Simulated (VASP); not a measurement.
# BaZrO3 (Pm-3m) in VASP: settings compared, part 2 of 2

VASP 6.6.1. Earlier steps stand in the parts before.

## Step 5: Single point, PBE (16.18 Å³/atom)

This run uses another cell than the first one, of 16.18 Å³/atom.

The input, INCAR:

```
ALGO     = Normal         # electronic algorithm
EDIFF    = 1E-6           # SCF threshold, eV
ENCUT    = 520            # plane-wave cutoff, eV
GGA      = PE             # functional
ISIF     = 2              # what is computed and relaxed
ISMEAR   = 0              # smearing method
LASPH    = True           # aspherical terms in the spheres
LCHARG   = False          # write CHGCAR
LREAL    = False          # projectors in reciprocal space
LWAVE    = False          # write WAVECAR
NBANDS   = 28             # bands
NELM     = 60             # most SCF steps
PREC     = Accurate       # precision mode
SIGMA    = 0.05           # smearing width, eV
```

The input, KPOINTS:

```
k-points
0
Gamma
  8 8 8
```

The input, POSCAR:

```
BaZrO3
1.0
    4.3248309044      0.0000000000      0.0000000000
    0.0000000000      4.3248309044      0.0000000000
    0.0000000000      0.0000000000      4.3248309044
Ba Zr O
1 1 3
Direct
    0.0000000000      0.0000000000      0.0000000000
    0.5000000000      0.5000000000      0.5000000000
    0.0000000000      0.5000000000      0.5000000000
    0.5000000000      0.5000000000      0.0000000000
    0.5000000000      0.0000000000      0.5000000000
```

Potentials or basis: VASP PAW PBE potentials, release 64 (Ba_sv, Zr_sv, O).

Launch:

```bash
cat potpaw_PBE.64/Ba_sv/POTCAR potpaw_PBE.64/Zr_sv/POTCAR potpaw_PBE.64/O/POTCAR > POTCAR
mpirun -np 1 vasp_std > vasp.out
```

OUTCAR:

```text
EDIFF = 1E-6
   ENCUT = 520
   GGA = PE
   ISIF = 2
   ISMEAR = 0
   LASPH = True
   LREAL = False
   NELM = 60
   PREC = Accurate

 ion  position               nearest neighbor table
   1  0.000  0.000  0.000-   3 3.06   4 3.06   5 3.06   3 3.06   5 3.06   3 3.06   4 3.06   3 3.06
                             4 3.06   5 3.06   5 3.06   4 3.06   2 3.75   2 3.75   2 3.75   2 3.75
   2  0.500  0.500  0.500-   3 2.16   4 2.16   5 2.16   4 2.16   5 2.16   3 2.16   1 3.75   1 3.75
                             1 3.75   1 3.75   1 3.75   1 3.75   1 3.75   1 3.75
   3  0.000  0.500  0.500-   2 2.16   2 2.16   1 3.06   1 3.06   1 3.06   1 3.06
   4  0.500  0.500  0.000-   2 2.16   2 2.16   1 3.06   1 3.06   1 3.06   1 3.06
   5  0.500  0.000  0.500-   2 2.16   2 2.16   1 3.06   1 3.06   1 3.06   1 3.06

  LATTYP: Found a simple cubic cell.
 ALAT       =     4.3248309044

  Lattice vectors:

 A1 = (   4.3248309044,   0.0000000000,   0.0000000000)
 A2 = (   0.0000000000,   4.3248309044,   0.0000000000)
 A3 = (   0.0000000000,   0.0000000000,   4.3248309044)

Analysis of symmetry for initial positions (statically):
[... 174 lines left out ...]
  ---------------------------------------------------
  free energy    TOTEN  =       -41.59962823 eV

  energy without entropy =      -41.59962823  energy(sigma->0) =      -41.59962823

 E-fermi :   3.3936     XC(G=0): -10.3036

 val. band max:        3.1449026327   @ k =   0.5000   0.5000   0.5000
 cond. band min:       6.1160268621   @ k =   0.0000   0.0000   0.0000
 fundamental gap:      2.9711242294
 Fermi energy:         3.3935632009

 k-point     1 :       0.0000    0.0000    0.0000
  band No.  band energies     occupation
      1     -44.4586      2.00000
      2     -22.5051      2.00000
      3     -22.5051      2.00000
      4     -22.5051      2.00000
      5     -22.4754      2.00000
      6     -13.0540      2.00000
[... 733 lines left out ...]
     27      10.9461      0.00000
     28      11.2920      0.00000

 [... further k-points ...]
[... 5 lines left out ...]
  --------------------------------------------------------------------------------------
  -------------------------------------------------------------------------------------
  Total       -4.0945215     -4.0945215     -4.0945215      0.0000000      0.0000000     -0.0000000
  in kB      -81.0972900    -81.0972900    -81.0972900      0.0000000      0.0000000     -0.0000000
  external PRESSURE =     -81.0972900 kB  Pullay stress =       0.0000000 kB

 VOLUME and BASIS-vectors are now :
 -----------------------------------------------------------------------------
  energy-cutoff  :      520.00
  volume of cell :       80.89
      direct lattice vectors                 reciprocal lattice vectors
     4.324830904  0.000000000  0.000000000     0.231222913  0.000000000  0.000000000
     0.000000000  4.324830904  0.000000000     0.000000000  0.231222913  0.000000000
     0.000000000  0.000000000  4.324830904     0.000000000  0.000000000  0.231222913

 POSITION                                       TOTAL-FORCE (eV/Angst)
 -----------------------------------------------------------------------------------
      0.00000      0.00000      0.00000         0.000000      0.000000      0.000000
      2.16242      2.16242      2.16242         0.000000      0.000000      0.000000
      0.00000      2.16242      2.16242         0.000000      0.000000      0.000000
      2.16242      2.16242      0.00000         0.000000      0.000000      0.000000
      2.16242      0.00000      2.16242         0.000000      0.000000      0.000000
 -----------------------------------------------------------------------------------
    total drift:                                0.000000     -0.000000     -0.000000

  FREE ENERGIE OF THE ION-ELECTRON SYSTEM (eV)
  ---------------------------------------------------
  free  energy   TOTEN  =       -41.5996282310 eV

  energy  without entropy=      -41.5996282310  energy(sigma->0) =      -41.59962823
```

OSZICAR:

```text
N       E                     dE             d eps       ncg     rms          rms(c)
DAV:   1     0.306197426761E+03    0.30620E+03   -0.21523E+04  1960   0.138E+03
DAV:   2    -0.277642249755E+02   -0.33396E+03   -0.32371E+03  2456   0.345E+02
DAV:   3    -0.488144440899E+02   -0.21050E+02   -0.20958E+02  2964   0.815E+01
DAV:   4    -0.494723950720E+02   -0.65795E+00   -0.65678E+00  2764   0.115E+01
DAV:   5    -0.494866663787E+02   -0.14271E-01   -0.14271E-01  2720   0.126E+00    0.243E+01
DAV:   6    -0.417960886355E+02    0.76906E+01   -0.41985E+01  2328   0.371E+01    0.107E+01
DAV:   7    -0.416290137749E+02    0.16707E+00   -0.32778E+00  2716   0.965E+00    0.634E+00
DAV:   8    -0.416000167435E+02    0.28997E-01   -0.44776E-01  2420   0.469E+00    0.746E-01
DAV:   9    -0.415976982539E+02    0.23185E-02   -0.55663E-02  2844   0.133E+00    0.569E-01
DAV:  10    -0.416000728450E+02   -0.23746E-02   -0.17843E-02  2756   0.105E+00    0.277E-01
DAV:  11    -0.415995521921E+02    0.52065E-03   -0.25343E-03  2480   0.393E-01    0.434E-02
DAV:  12    -0.415996373108E+02   -0.85119E-04   -0.25078E-04  2356   0.105E-01    0.448E-02
DAV:  13    -0.415996271919E+02    0.10119E-04   -0.64716E-05  2840   0.524E-02    0.771E-03
DAV:  14    -0.415996283370E+02   -0.11451E-05   -0.61634E-06  2356   0.186E-02    0.273E-03
DAV:  15    -0.415996282310E+02    0.10603E-06   -0.32139E-07  1376   0.441E-03
   1 F= -.41599628E+02 E0= -.41599628E+02  d E =-.381433E-14
```

Wall time 50 s (1 thread of AMD EPYC 7R13 (Zen 3), shared host); peak memory 0.2 GiB.

What came out:

```
Free energy            : -41.5996 eV
Pressure               : -8.1 GPa
Band gap on the k mesh : 2.97 eV (least direct gap 3.28 eV)
```

Caveat: the cell stands under tension; spin-orbit coupling is left out, which moves the levels of the heavy elements. A k mesh can miss the band edges.

## Step 6: Single point, PBE (16.63 Å³/atom)

This run uses another cell than the first one, of 16.63 Å³/atom.

The input, INCAR:

```
SYSTEM = BaZrO3
PREC = Accurate
ENCUT = 520
EDIFF = 1E-6
ISMEAR = 0
SIGMA = 0.05
LREAL = .False.
LASPH = .True.
NELM = 60
ALGO = Normal
ISIF = 2
LWAVE = .False.
LCHARG = .False.
GGA = PE
NBANDS = 28
```

The input, KPOINTS:

```
Automatic mesh
0
Gamma
  8 8 8
  0 0 0
```

POSCAR, as its differences from that of step 5:

```diff
@@ -2,5 +2,5 @@
 1.0
-    4.3248309044      0.0000000000      0.0000000000
-    0.0000000000      4.3248309044      0.0000000000
-    0.0000000000      0.0000000000      4.3248309044
+    4.3648779135      0.0000000000      0.0000000000
+    0.0000000000      4.3648779135      0.0000000000
+    0.0000000000      0.0000000000      4.3648779135
 Ba Zr O
```

Potentials or basis: VASP PAW PBE potentials, release 64 (Ba_sv, Zr_sv, O).

Launch:

```bash
cat potpaw_PBE.64/Ba_sv/POTCAR potpaw_PBE.64/Zr_sv/POTCAR potpaw_PBE.64/O/POTCAR > POTCAR
mpirun -np 1 vasp_std > vasp.out
```

OUTCAR:

```text
SYSTEM = BaZrO3
   PREC = Accurate
   ENCUT = 520
   EDIFF = 1E-6
   ISMEAR = 0
   LREAL = .False.
   LASPH = .True.
   NELM = 60
   ISIF = 2
   GGA = PE

 ion  position               nearest neighbor table
   1  0.000  0.000  0.000-   3 3.09   4 3.09   5 3.09   3 3.09   5 3.09   3 3.09   4 3.09   3 3.09
                             4 3.09   5 3.09   5 3.09   4 3.09   2 3.78   2 3.78   2 3.78   2 3.78
   2  0.500  0.500  0.500-   3 2.18   4 2.18   5 2.18   4 2.18   5 2.18   3 2.18   1 3.78   1 3.78
                             1 3.78   1 3.78   1 3.78   1 3.78   1 3.78   1 3.78
   3  0.000  0.500  0.500-   2 2.18   2 2.18   1 3.09   1 3.09   1 3.09   1 3.09
   4  0.500  0.500  0.000-   2 2.18   2 2.18   1 3.09   1 3.09   1 3.09   1 3.09
   5  0.500  0.000  0.500-   2 2.18   2 2.18   1 3.09   1 3.09   1 3.09   1 3.09

  LATTYP: Found a simple cubic cell.
 ALAT       =     4.3648779135

  Lattice vectors:

 A1 = (   4.3648779135,   0.0000000000,   0.0000000000)
 A2 = (   0.0000000000,   4.3648779135,   0.0000000000)
 A3 = (   0.0000000000,   0.0000000000,   4.3648779135)

Analysis of symmetry for initial positions (statically):
=====================================================================
 Subroutine PRICEL returns:
 Original cell was already a primitive cell.

 Routine SETGRP: Setting up the symmetry group for a
 simple cubic supercell.

 Subroutine GETGRP returns: Found 48 space group operations
 (whereof 48 operations were pure point group operations)
 out of a pool of 48 trial point group operations.

The static configuration has the point symmetry O_h .

Analysis of symmetry for dynamics (positions and initial velocities):
=====================================================================
 Subroutine PRICEL returns:
 Original cell was already a primitive cell.

 Routine SETGRP: Setting up the symmetry group for a
 simple cubic supercell.

 Subroutine GETGRP returns: Found 48 space group operations
 (whereof 48 operations were pure point group operations)
 out of a pool of 48 trial point group operations.

The dynamic configuration has the point symmetry O_h .

 Subroutine INISYM returns: Found 48 space group operations
 (whereof 48 operations are pure point group operations),
 and found     1 'primitive' translations

----------------------------------------------------------------------------------------

                                     Primitive cell

  volume of cell :      83.1603

  direct lattice vectors                    reciprocal lattice vectors
     4.364877913  0.000000000  0.000000000     0.229101482  0.000000000  0.000000000
     0.000000000  4.364877913  0.000000000     0.000000000  0.229101482  0.000000000
     0.000000000  0.000000000  4.364877913     0.000000000  0.000000000  0.229101482

  length of vectors
     4.364877913  4.364877913  4.364877913     0.229101482  0.229101482  0.229101482

  position of ions in fractional coordinates (direct lattice)
     0.000000000  0.000000000  0.000000000
     0.500000000  0.500000000  0.500000000
     0.000000000  0.500000000  0.500000000
     0.500000000  0.500000000  0.000000000
     0.500000000  0.000000000  0.500000000

  ion indices of the primitive-cell ions
   primitive index   ion index
[... 29 lines left out ...]

 Found     35 irreducible k-points:

 Following reciprocal coordinates:
            Coordinates               Weight
  0.000000  0.000000  0.000000      1.000000
  0.125000  0.000000  0.000000      6.000000
  0.250000  0.000000  0.000000      6.000000
  0.375000  0.000000  0.000000      6.000000
  0.500000  0.000000  0.000000      3.000000
  0.125000  0.125000  0.000000     12.000000
[... 16 lines left out ...]
  0.375000  0.375000  0.125000     24.000000
  0.500000  0.375000  0.125000     24.000000
 [... further k-points ...]
   k-points           NKPTS =     35   k-points in BZ     NKDIM =     35   number of bands    NBANDS=     28
   number of dos      NEDOS =    301   number of ions     NIONS =      5
   total plane-waves  NPLWV =  32768
   dimension x,y,z NGX =    32 NGY =   32 NGZ =   32
   dimension x,y,z NGXF=    64 NGYF=   64 NGZF=   64
   ions per type =               1   1   3
   NGX,Y,Z   is equivalent  to a cutoff of  12.19, 12.19, 12.19 a.u.
   NGXF,Y,Z  is equivalent  to a cutoff of  24.38, 24.38, 24.38 a.u.
 SYSTEM =  BaZrO3
   PREC   = accura    normal or accurate (medium, high low for compatibility)
   ISTART =      0    job   : 0-new  1-cont  2-samecut
   ICHARG =      2    charge: 1-file 2-atom 10-const
   ISPIN  =      1    spin polarized calculation?
   LNONCOLLINEAR =      F non collinear calculations
   LSORBIT =      F    spin-orbit coupling
   LASPH  =      T    aspherical Exc in radial PAW
   ENCUT  =  520.0 eV  38.22 Ry    6.18 a.u.   8.12  8.12  8.12*2*pi/ulx,y,z
   NELM   =     60;   NELMIN=  2; NELMDL= -5     # of ELM steps
   EDIFF  = 0.1E-05   stopping-criterion for ELM
   LREAL  =      F    real-space projection
   EDIFFG = 0.1E-04   stopping-criterion for IOM
   NSW    =      0    number of steps for IOM
   IBRION =     -1    ionic relax: 0-MD 1-quasi-New 2-CG
   NFREE  =      0    steps in history (QN), initial steepest desc. (CG)
   ISIF   =      2    stress and relaxation
   ISYM   =      2    0-nonsym 1-usesym 2-fastsym
   POTIM  = 0.5000    time-step for ionic-motion
   TEBEG  =    0.0;   TEEND  =   0.0 temperature during run
   PSTRESS=    0.0 pullay stress
   NELECT =      40.0000    total number of electrons
   NUPDOWN=      -1.0000    fix difference up-down
   EMIN   =  10.00;   EMAX   =-10.00  energy-range for DOS
   EFERMI =   0.00;   METHOD = LEGACY
   ISMEAR =     0;   SIGMA  =   0.05  broadening in eV -4-tet -1-fermi 0-gaus
   EFERMI_NEDOS =   21; number of points for ismear=-14 and -15
   IALGO  =     38    algorithm
   IMIX   =      4    mixing-type and parameters
     AMIX     =   0.40;   BMIX     =  1.00
     AMIX_MAG =   1.60;   BMIX_MAG =  1.00
  volume/ion in A,a.u.               =      16.63       112.24
  Fermi-wavevector in a.u.,A,eV,Ry     =   1.282693  2.423938 22.385684  1.645301
  Thomas-Fermi vector in A             =   2.414990
   LORBIT       =      0    0 simple, 1 ext, 2 COOP (PROOUT), +10 PAW based schemes
   GGA     = PE    functional components
   LHFCALC =     F    Hartree Fock is set to
   AEXX    =    0.0000 exact exchange contribution
   IVDW    =     0    specifies the selected vdW correction
   LEPSILON=     F    determine dielectric tensor
   LRPA    =     F    only Hartree local field effects (RPA)
 non-spin polarized calculation
 Gauss-broadening in eV      SIGMA  =   0.05
  energy-cutoff  :      520.00
  volume of cell :       83.16
 maximum number of plane-waves:      2272
   NGX = 17   NGY = 17   NGZ = 17

 number of electron      39.9999981 magnetization

 Free energy of the ion-electron system (eV)
  ---------------------------------------------------
  ext. energy  EPLUGINS =         0.00000000
  ---------------------------------------------------
  free energy    TOTEN  =       -41.46588929 eV

  energy without entropy =      -41.46588929  energy(sigma->0) =      -41.46588929

 E-fermi :   3.2389     XC(G=0): -10.1691

 val. band max:        2.9660697171   @ k =   0.5000   0.5000   0.5000
 cond. band min:       5.8683119863   @ k =   0.0000   0.0000   0.0000
 fundamental gap:      2.9022422692
 Fermi energy:         3.2389227181

 k-point     1 :       0.0000    0.0000    0.0000
  band No.  band energies     occupation
      1     -44.8071      2.00000
      2     -22.8252      2.00000
      3     -22.8252      2.00000
      4     -22.8252      2.00000
      5     -22.7498      2.00000
      6     -13.1791      2.00000
[... 733 lines left out ...]
     27      10.5862      0.00000
     28      10.8236      0.00000

 [... further k-points ...]

------------------------ aborting loop because EDIFF is reached ----------------------------------------

  FORCE on cell =-STRESS in cart. coord.  units (eV):
  Direction    XX          YY          ZZ          XY          YZ          ZX
  --------------------------------------------------------------------------------------
  -------------------------------------------------------------------------------------
  Total       -5.7136956     -5.7136956     -5.7136956     -0.0000000      0.0000000     -0.0000000
  in kB     -110.0807500   -110.0807500   -110.0807500     -0.0000000      0.0000000     -0.0000000
  external PRESSURE =    -110.0807500 kB  Pullay stress =       0.0000000 kB

 VOLUME and BASIS-vectors are now :
 -----------------------------------------------------------------------------
  energy-cutoff  :      520.00
  volume of cell :       83.16
      direct lattice vectors                 reciprocal lattice vectors
     4.364877913  0.000000000  0.000000000     0.229101482  0.000000000  0.000000000
     0.000000000  4.364877913  0.000000000     0.000000000  0.229101482  0.000000000
     0.000000000  0.000000000  4.364877913     0.000000000  0.000000000  0.229101482

 POSITION                                       TOTAL-FORCE (eV/Angst)
 -----------------------------------------------------------------------------------
      0.00000      0.00000      0.00000         0.000000      0.000000      0.000000
      2.18244      2.18244      2.18244         0.000000      0.000000      0.000000
      0.00000      2.18244      2.18244         0.000000      0.000000      0.000000
      2.18244      2.18244      0.00000         0.000000      0.000000      0.000000
      2.18244      0.00000      2.18244         0.000000      0.000000      0.000000
 -----------------------------------------------------------------------------------
    total drift:                                0.000000     -0.000000     -0.000000

  FREE ENERGIE OF THE ION-ELECTRON SYSTEM (eV)
  ---------------------------------------------------
  free  energy   TOTEN  =       -41.4658892879 eV

  energy  without entropy=      -41.4658892879  energy(sigma->0) =      -41.46588929
```

OSZICAR:

```text
N       E                     dE             d eps       ncg     rms          rms(c)
DAV:   1     0.303834718540E+03    0.30383E+03   -0.21550E+04  1960   0.138E+03
DAV:   2    -0.277235156571E+02   -0.33156E+03   -0.32242E+03  2416   0.340E+02
DAV:   3    -0.488364557090E+02   -0.21113E+02   -0.21022E+02  2984   0.818E+01
DAV:   4    -0.494531624048E+02   -0.61671E+00   -0.61569E+00  2828   0.113E+01
DAV:   5    -0.494672583808E+02   -0.14096E-01   -0.14095E-01  2744   0.121E+00    0.233E+01
DAV:   6    -0.417116370437E+02    0.77556E+01   -0.43246E+01  2356   0.367E+01    0.102E+01
DAV:   7    -0.414999155394E+02    0.21172E+00   -0.34069E+00  2732   0.979E+00    0.600E+00
DAV:   8    -0.414666611266E+02    0.33254E-01   -0.51075E-01  2468   0.489E+00    0.802E-01
DAV:   9    -0.414637510537E+02    0.29101E-02   -0.56642E-02  2868   0.137E+00    0.586E-01
DAV:  10    -0.414663367114E+02   -0.25857E-02   -0.18330E-02  2692   0.105E+00    0.281E-01
DAV:  11    -0.414658074385E+02    0.52927E-03   -0.26577E-03  2488   0.396E-01    0.456E-02
DAV:  12    -0.414659007551E+02   -0.93317E-04   -0.27741E-04  2416   0.109E-01    0.451E-02
DAV:  13    -0.414658880442E+02    0.12711E-04   -0.79362E-05  2804   0.562E-02    0.854E-03
DAV:  14    -0.414658893411E+02   -0.12969E-05   -0.62258E-06  2352   0.188E-02    0.270E-03
DAV:  15    -0.414658892879E+02    0.53227E-07   -0.32679E-07  1396   0.450E-03
   1 F= -.41465889E+02 E0= -.41465889E+02  d E =-.240651E-16
```

It took 60 s on 1 thread of AMD EPYC 7R13 (Zen 3), shared host; peak memory 0.2 GiB.

What came out:

* Free energy: -41.4659 eV
* Pressure: -11.0 GPa
* Band gap on the k mesh: 2.90 eV (least direct gap 3.22 eV)

Levels at points of the mesh, in eV from the valence-band top:
```
           k point  band 17  band 18  band 19  band 20  band 21  band 22  band 23  band 24
(0.00, 0.00, 0.00)    -0.82    -0.32    -0.32    -0.32     2.90     2.90     2.90     4.48
(0.50, 0.00, 0.00)    -1.56    -1.39    -0.57    -0.57     3.24     4.93     4.93     5.99
(0.50, 0.50, 0.00)    -1.03    -0.91    -0.91    -0.06     4.92     4.92     5.70     5.75
(0.50, 0.50, 0.50)    -2.43     0.00     0.00     0.00     5.52     5.52     5.52     5.98
```

Caveat: the cell stands under tension; spin-orbit coupling is left out, which moves the levels of the heavy elements.

## Step 7: The runs side by side

```tsv
level	cell	gap on the mesh (eV)	pressure (GPa)
revPBE	a = 4.228 Å, 5 atoms	3.16	3.3
PBE	a = 4.256 Å, 5 atoms	3.09	-2.1
PBE	a = 4.284 Å, 5 atoms	3.04	-4.7
PBE	a = 4.325 Å, 5 atoms	2.97	-8.1
PBE	a = 4.365 Å, 5 atoms	2.90	-11.0
```

Alike in all rows: task single point; potentials or basis VASP PAW PBE potentials, release 64 (Ba_sv, Zr_sv, O); no spin polarisation; k mesh 8 × 8 × 8; cutoff (eV) 520; smearing gaussian 0.05 eV.

Caveats: spin-orbit coupling is left out, which moves the levels of the heavy elements; the cell stands under tension (at least some runs); the cell stands under pressure (at least some runs); the PAW data sets were made with another functional, which shifts forces and pressure a little (at least some runs).

Absolute energies hang on the potentials; compare differences alone.
